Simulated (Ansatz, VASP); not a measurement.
# Hf: VASP beside Ansatz

```xyz
3
Lattice="4.8743 0.0000 0.0000 -2.4371 4.2212 0.0000 0.0000 0.0000 3.0144" Properties=species:S:1:pos:R:3 pbc="T T T"
Hf    0.0000    0.0000    0.0000
Hf    0.0000    2.8142    1.5072
Hf    2.4371    1.4071    1.5072
```

Alike in both runs: task single point; functional PBE; k mesh 6 × 6 × 6; occupations gaussian, width 0.1 eV; no spin polarisation.

```csv
,VASP,Ansatz
version,VASP 6.6.1,Ansatz 0.2.0
potentials or method,"VASP PAW PBE potentials, release 64 (Hf_pv), cutoff 500 eV","scalar-relativistic, plane waves, PAW"
valence electrons in the cell,30,78
```

VASP gave:

* gap on the k mesh at the Fermi level (eV): none
* pressure (GPa): 8.9
* traceless stress, the component that is largest in VASP (GPa): 1.79

Problem. What did Ansatz give for the same quantities?

Solution. gap on the k mesh at the Fermi level (eV): none; pressure (GPa): 9.4; traceless stress, the component that is largest in VASP (GPa): 1.66.

A gap of «none» marks a metal or a gap that the smearing closes. VASP's potentials hold 30 valence electrons a cell and Ansatz's 78, so a difference there can come from the potentials and not from the codes.

Neither program's run includes spin-orbit coupling.
